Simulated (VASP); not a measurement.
Write the native input for VASP 6.6.1 that does the following.

```
Task                   : single point
Functional             : PBE
Potentials or basis    : VASP PAW PBE potentials, release 64 (Mg, O)
Cutoff                 : 520 eV
k mesh                 : 9 × 9 × 4
Occupations            : gaussian, width 0.01 eV
Spin                   : no spin polarisation
Dipole correction      : no
Further INCAR settings : ALGO = Normal; EDIFF = 1e-06; NBANDS = 16
```

The structure of MgO lies in POSCAR:

```
MgO
1.0
    3.3138559196      0.0000000000      0.0000000000
   -1.6569279599      2.8698834109      0.0000000000
    0.0000000000      0.0000000000      5.1241531402
Mg O
2 2
Direct
    0.3333333333      0.6666666667     -0.0083264846
    0.6666666667      0.3333333333      0.4916735154
    0.3333333333      0.6666666667      0.3833264846
    0.6666666667      0.3333333333      0.8833264846
```

These files were run (other wordings do the same):

INCAR

```
  PREC = Accurate
  ENCUT = 520
  EDIFF = 1E-6
  ISMEAR = 0
  SIGMA = 0.01
  LREAL = False
  LASPH = True
  NELM = 60
  ALGO = Normal
  ISIF = 2
  LWAVE = False
  LCHARG = True
  GGA = PE
  LELF = True
  LVHAR = True
  NBANDS = 16
```

KPOINTS

```
regular mesh
0
Gamma
  9 9 4
```

Potentials or basis: VASP PAW PBE potentials, release 64 (Mg, O).

The run is started by

```bash
$ cat potpaw_PBE.64/Mg/POTCAR potpaw_PBE.64/O/POTCAR > POTCAR
$ mpirun -np 1 vasp_std > vasp.out
```

Results of the run:

* Pressure: -0.4 GPa
* Band gap on the k mesh: 3.40 eV, direct

Run time: 20 s on 1 thread of AMD EPYC 9R45 96-Core Processor (Zen 5) (shared host), peak memory 0.16 GiB.
